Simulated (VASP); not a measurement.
# Re (Im-3m) in VASP: a series of runs, part 2 of 2

VASP 6.6.1. The steps go on from the part before.

### 3 Single point, BLYP (volume scaled by 1.08)

The input, INCAR:

```
SYSTEM = Re
AGGAC = 1.0 ; AGGAX = 1.0
ALDAC = 0.0 ; ALDAX = 1.0
ALGO = Normal ; EDIFF = 1E-6
ENCUT = 520 ; GGA = B5
ISIF = 2 ; ISMEAR = -1
LASPH = .True. ; LCHARG = .True.
LELF = .True. ; LREAL = .False.
LVHAR = .True. ; LWAVE = .False.
NBANDS = 10 ; NELM = 60
PREC = Accurate ; SIGMA = 0.1
```

The input, KPOINTS:

```
k-points
0
Gamma
  16 16 16
  0 0 0
```

The input, POSCAR:

```
Re
1.0
   -1.6184821846      1.6184821846      1.6184821846
    1.6184821846     -1.6184821846      1.6184821846
    1.6184821846      1.6184821846     -1.6184821846
Re
1
Direct
    0.0000000000      0.0000000000      0.0000000000
```

Potentials or basis: VASP PAW PBE potentials, release 64 (Re).

Started as:

```
cat potpaw_PBE.64/Re/POTCAR > POTCAR
mpirun -np 1 vasp_std > vasp.out
```

OUTCAR:

```text
SYSTEM = Re
   EDIFF = 1E-6
   ENCUT = 520
   GGA = B5
   ISIF = 2
   ISMEAR = -1
   LASPH = .True.
   LREAL = .False.
   NELM = 60
   PREC = Accurate

 ion  position               nearest neighbor table
   1  0.000  0.000  0.000-

  LATTYP: Found a body centered cubic cell.
 ALAT       =     3.2369643692

  Lattice vectors:

 A1 = (  -1.6184821846,   1.6184821846,   1.6184821846)
 A2 = (   1.6184821846,  -1.6184821846,   1.6184821846)
 A3 = (   1.6184821846,   1.6184821846,  -1.6184821846)

Analysis of symmetry for initial positions (statically):
=====================================================================
 Subroutine PRICEL returns:
 Original cell was already a primitive cell.

 Routine SETGRP: Setting up the symmetry group for a
 body centered cubic supercell.

 Subroutine GETGRP returns: Found 48 space group operations
 (whereof 48 operations were pure point group operations)
 out of a pool of 48 trial point group operations.

The static configuration has the point symmetry O_h .

Analysis of symmetry for dynamics (positions and initial velocities):
=====================================================================
 Subroutine PRICEL returns:
 Original cell was already a primitive cell.

 Routine SETGRP: Setting up the symmetry group for a
 body centered cubic supercell.

 Subroutine GETGRP returns: Found 48 space group operations
 (whereof 48 operations were pure point group operations)
 out of a pool of 48 trial point group operations.

The dynamic configuration has the point symmetry O_h .

 Subroutine INISYM returns: Found 48 space group operations
 (whereof 48 operations are pure point group operations),
 and found     1 'primitive' translations

----------------------------------------------------------------------------------------

[... 112 lines left out ...]
  Fermi-wavevector in a.u.,A,eV,Ry     =   1.218932  2.303448 20.215482  1.485796
  Thomas-Fermi vector in A             =   2.354202
   LORBIT       =      0    0 simple, 1 ext, 2 COOP (PROOUT), +10 PAW based schemes
   GGA     = B5    functional components
   LHFCALC =     F    Hartree Fock is set to
   AEXX    =    0.0000 exact exchange contribution
   IVDW    =     0    specifies the selected vdW correction
   LEPSILON=     F    determine dielectric tensor
   LRPA    =     F    only Hartree local field effects (RPA)
 non-spin polarized calculation
  energy-cutoff  :      520.00
  volume of cell :       16.96
 maximum number of plane-waves:       471
 NGX is ok and might be reduce to    24
   NGX = 11   NGY = 11   NGZ = 11

 number of electron       7.0000000 magnetization

 Free energy of the ion-electron system (eV)
  ---------------------------------------------------
  ext. energy  EPLUGINS =         0.00000000
  ---------------------------------------------------
  free energy    TOTEN  =       -10.40327617 eV

  energy without entropy =      -10.36170633  energy(sigma->0) =      -10.38249125

 E-fermi :   7.5558     XC(G=0): -12.2791

 val. band max:        7.5472714246   @ k =  -0.3750   0.5000   0.0625
 cond. band min:       7.5725924963   @ k =   0.1875   0.0625   0.0000
 fundamental gap:      0.0253210717
 Fermi energy:         7.5557931666

 k-point     1 :       0.0000    0.0000    0.0000
  band No.  band energies     occupation
      1      -1.9043      2.00000
      2       5.2816      2.00000
      3       5.2816      2.00000
      4       5.2816      2.00000
      5       8.2265      0.00244
      6       8.2266      0.00244
      7      23.1191      0.00000
      8      23.1191      0.00000
      9      23.1191      0.00000
     10      33.5319      0.00000
[... 287 lines left out ...]
 k-point    24 :       0.2500    0.1875   -0.0000
  band No.  band energies     occupation
      1       2.0047      2.00000
      2       3.9206      2.00000
      3       4.6056      2.00000
      4       7.6729      0.47333
      5       8.7718      0.00001
      6      10.8105      0.00000
      7      18.3692      0.00000
      8      21.4431      0.00000
      9      23.5113      0.00000
     10      27.5683      0.00000

 [... further k-points ...]

------------------------ aborting loop because EDIFF is reached ----------------------------------------

  FORCE on cell =-STRESS in cart. coord.  units (eV):
  Direction    XX          YY          ZZ          XY          YZ          ZX
  --------------------------------------------------------------------------------------
  -------------------------------------------------------------------------------------
  Total       -2.0010343     -2.0010343     -2.0010343      0.0000000      0.0000000      0.0000000
  in kB     -189.0520334   -189.0520334   -189.0520334      0.0000000      0.0000000      0.0000000
  external PRESSURE =    -189.0520334 kB  Pullay stress =       0.0000000 kB

 VOLUME and BASIS-vectors are now :
 -----------------------------------------------------------------------------
  energy-cutoff  :      520.00
  volume of cell :       16.96
      direct lattice vectors                 reciprocal lattice vectors
    -1.618482185  1.618482185  1.618482185     0.000000000  0.308931420  0.308931420
     1.618482185 -1.618482185  1.618482185     0.308931420  0.000000000  0.308931420
     1.618482185  1.618482185 -1.618482185     0.308931420  0.308931420  0.000000000

 POSITION                                       TOTAL-FORCE (eV/Angst)
 -----------------------------------------------------------------------------------
      0.00000      0.00000      0.00000         0.000000      0.000000     -0.000000
 -----------------------------------------------------------------------------------
    total drift:                               -0.000000      0.000000      0.000000

  FREE ENERGIE OF THE ION-ELECTRON SYSTEM (eV)
  ---------------------------------------------------
  free  energy   TOTEN  =       -10.4032761706 eV

  energy  without entropy=      -10.3617063296  energy(sigma->0) =      -10.38249125
```

stdout:

```text
POSCAR found type information on POSCAR Re
 POSCAR found :  1 types and       1 ions
 scaLAPACK will be used
 -----------------------------------------------------------------------------
|                                                                             |
|                                                                             |
|     You enforced a specific xc type in the INCAR file but a different       |
|     I HOPE YOU KNOW WHAT YOU ARE DOING!                                     |
|                                                                             |
 -----------------------------------------------------------------------------

 LDA part: xc-table for (Slater(with rela. corr.)+VWN5), standard interpolation
 POSCAR, INCAR and KPOINTS ok, starting setup
 FFT: planning ... GRIDC
 FFT: planning ... GRID_SOFT
 FFT: planning ... GRID
 WAVECAR not read
 entering main loop
```

Wall time 15 s (1 thread of Intel Xeon 6975P-C (Granite Rapids), shared host); peak memory 0.15 GiB.

Results:

```yaml
Free_energy: -10.4033 eV
Pressure: -18.9 GPa
```

Levels at points of the mesh, in eV from the Fermi level:
```tsv
k point	band 1	band 2	band 3	band 4	band 5	band 6	band 7
(0.00, 0.00, 0.00)	-9.46	-2.27	-2.27	-2.27	0.67	0.67	15.56
(0.50, 0.00, 0.00)	-6.28	-4.09	0.21	0.49	1.21	3.56	8.19
(0.50, 0.50, 0.50)	-5.74	-5.74	2.83	2.83	2.83	7.40	7.40
```

Caveat: the PAW data sets were made with another functional, which shifts forces and pressure a little; spin-orbit coupling is left out, which moves the levels of the heavy elements.

### 4 Single point, BLYP (volume scaled by 1.12)

The input, INCAR:

```
PREC     = Accurate       # precision mode
ENCUT    = 520            # plane-wave cutoff, eV
EDIFF    = 1E-6           # SCF threshold, eV
ISMEAR   = -1             # smearing method
SIGMA    = 0.1            # smearing width, eV
LREAL    = F              # projectors in reciprocal space
LASPH    = T              # aspherical terms in the spheres
NELM     = 60             # most SCF steps
ALGO     = Normal         # electronic algorithm
ISIF     = 2              # what is computed and relaxed
LWAVE    = F              # write WAVECAR
LCHARG   = F              # write CHGCAR
GGA      = B5             # functional
ALDAX    = 1.0          
AGGAX    = 1.0          
AGGAC    = 1.0          
ALDAC    = 0.0          
NBANDS   = 10             # bands
```

The input, KPOINTS:

```
Automatic mesh
0
Gamma
  16 16 16
```

The input, POSCAR:

```
Re
1.0
   -1.6382217177      1.6382217177      1.6382217177
    1.6382217177     -1.6382217177      1.6382217177
    1.6382217177      1.6382217177     -1.6382217177
Re
1
Direct
    0.0000000000      0.0000000000      0.0000000000
```

Started as:

```
cat potpaw_PBE.64/Re/POTCAR > POTCAR
mpirun -np 1 vasp_std > vasp.out
```

Wall time 14 s (1 thread of Intel Xeon 6975P-C (Granite Rapids), shared host); peak memory 0.15 GiB.

It converged, with:

* Free energy: -10.3147 eV
* Pressure: -26.2 GPa

Levels at points of the mesh, in eV from the Fermi level:
| k point | band 1 | band 2 | band 3 | band 4 | band 5 | band 6 | band 7 | band 8 |
| --- | --- | --- | --- | --- | --- | --- | --- | --- |
| (0.00, 0.00, 0.00) | -9.19 | -2.17 | -2.17 | -2.17 | 0.64 | 0.64 | 15.48 | 15.48 |
| (0.50, 0.00, 0.00) | -6.01 | -3.89 | 0.21 | 0.45 | 1.13 | 3.35 | 7.74 | 11.95 |
| (0.50, 0.50, 0.50) | -5.44 | -5.44 | 2.67 | 2.67 | 2.67 | 7.20 | 7.20 | 7.20 |

Caveat: the PAW data sets were made with another functional, which shifts forces and pressure a little; spin-orbit coupling is left out, which moves the levels of the heavy elements.

### 5 Summary

```csv
cell,gap on the mesh (eV),pressure (GPa)
"a = 2.768 Å, angles 109.5°, 1 atom",none,-9.7
"a = 2.803 Å, angles 109.5°, 1 atom",none,-18.9
"a = 2.837 Å, angles 109.5°, 1 atom",none,-26.2
```

Alike in all rows: task single point; level BLYP; potentials or basis VASP PAW PBE potentials, release 64 (Re); no spin polarisation; k mesh 16 × 16 × 16; cutoff (eV) 520; smearing fermi-dirac 0.1 eV.

Caveats: the PAW data sets were made with another functional, which shifts forces and pressure a little; spin-orbit coupling is left out, which moves the levels of the heavy elements.

Absolute energies hang on the potentials; compare differences alone.
